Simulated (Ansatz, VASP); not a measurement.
One calculation of NaF, two programs

File POSCAR:

```
NaF
1.0
    0.0000000000      2.2798542900      2.3233000000
    2.3667457100      0.0000000000      2.3233000000
    2.3667457100      2.2798542900      0.0000000000
Na F
1 1
Direct
    0.0000000000      0.0000000000      0.0000000000
    0.5000000000      0.5000000000      0.5000000000
```

The input INCAR.step1:

```
  PREC = Accurate
  ENCUT = 520
  ISMEAR = 0
  SIGMA = 0.05
  LREAL = F
  LASPH = T
  NELM = 100
  NBANDS = 14
  GGA = PE
  ALGO = Normal
  EDIFF = 1E-4
  LWAVE = T
  LCHARG = F
```

The input INCAR.step2:

```
  PREC = Accurate
  ENCUT = 520
  EDIFF = 1E-6
  ISMEAR = 0
  SIGMA = 0.05
  LREAL = F
  LASPH = T
  NELM = 100
  ALGO = Normal
  ISIF = 2
  LWAVE = F
  LCHARG = F
  METAGGA = R2SCAN
  LMIXTAU = T
  NBANDS = 14
  ISTART = 1
```

KPOINTS

```
regular mesh
0
Gamma
  8 8 8
```

Input for Ansatz:

```yaml
crystal:
  lattice:
    - [0.0, 2.27985429, 2.3233]
    - [2.36674571, 0.0, 2.3233]
    - [2.36674571, 2.27985429, 0.0]
  atoms:
    - { symbol: Na, position: [0.0, 0.0, 0.0] }
    - { symbol: F, position: [0.5, 0.5, 0.5] }
basis:
  ecutwfc: 500
kpoints:
  mp_grid: { grid: [8, 8, 8] }
hamiltonian:
  xc: r2scan
scf:
  occupations: { method: gaussian, width: 0.05 }
output:
  forces: true
  stress: true
  eigenvalues: true
```

Change from the starting cell: strain +0.0187 x Voigt [1, -1, 0, 0, 0, 0], atoms carried along.

Alike in both runs: task single point; functional r2SCAN; k mesh 8 × 8 × 8; occupations gaussian, width 0.05 eV; no spin polarisation.

|  | VASP | Ansatz |
| --- | --- | --- |
| version | VASP 6.6.1 | Ansatz 0.2.0 |
| potentials or method | VASP PAW PBE potentials, release 64 (Na_pv, F), cutoff 520 eV | scalar-relativistic, plane waves, PAW |
| valence electrons in the cell | 14 | 16 |

```tsv
	VASP	Ansatz	Ansatz less VASP
gap on the k mesh at the Fermi level (eV)	7.12	7.09	-0.036
least direct gap on the mesh (eV)	7.12	7.09	-0.036
pressure (GPa)	-2.2	-1.6	+0.63
traceless stress, the component that is largest in VASP (GPa)	1.52	1.56	+0.048
```

VASP's potentials were made for PBE, not for r2SCAN. VASP's potentials hold 14 valence electrons a cell and Ansatz's 16, so a difference there can come from the potentials and not from the codes.
